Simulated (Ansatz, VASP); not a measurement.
## Two plane-wave programs on HfN

```
Hf N
1.0
     2.91279    0.00000    0.00000
     0.00000    1.55192    2.68793
     0.00000   -1.55192    2.68793
Hf N
1 1
Direct
  0.00000 0.13685 0.13685
  0.50000 0.80352 0.80352
```

Alike in both runs: functional PBE; k mesh 4 × 6 × 6; occupations gaussian, width 0.1 eV; no spin polarisation.

Ansatz relaxed the structure, and its values are those at the end. VASP's run is a single point on that final structure, the one shown.

|  | VASP | Ansatz |
| --- | --- | --- |
| version | VASP 6.6.1 | Ansatz 0.2.0 |
| potentials or method | VASP PAW PBE potentials, release 64 (Hf_pv, N), cutoff 520 eV | scalar-relativistic, plane waves, PAW |
| valence electrons in the cell | 15 | 31 |

|  | VASP | Ansatz | Ansatz less VASP |
| --- | --- | --- | --- |
| gap on the k mesh at the Fermi level (eV) | none | none | - |
| pressure (GPa) | -1.9 | 0.0 | +1.92 |

A gap of «none» marks a metal or a gap that the smearing closes. VASP's potentials hold 15 valence electrons a cell and Ansatz's 31, so a difference there can come from the potentials and not from the codes.

The k mesh is coarse, so the values compare programs but aren't converged. Neither program's run includes spin-orbit coupling.
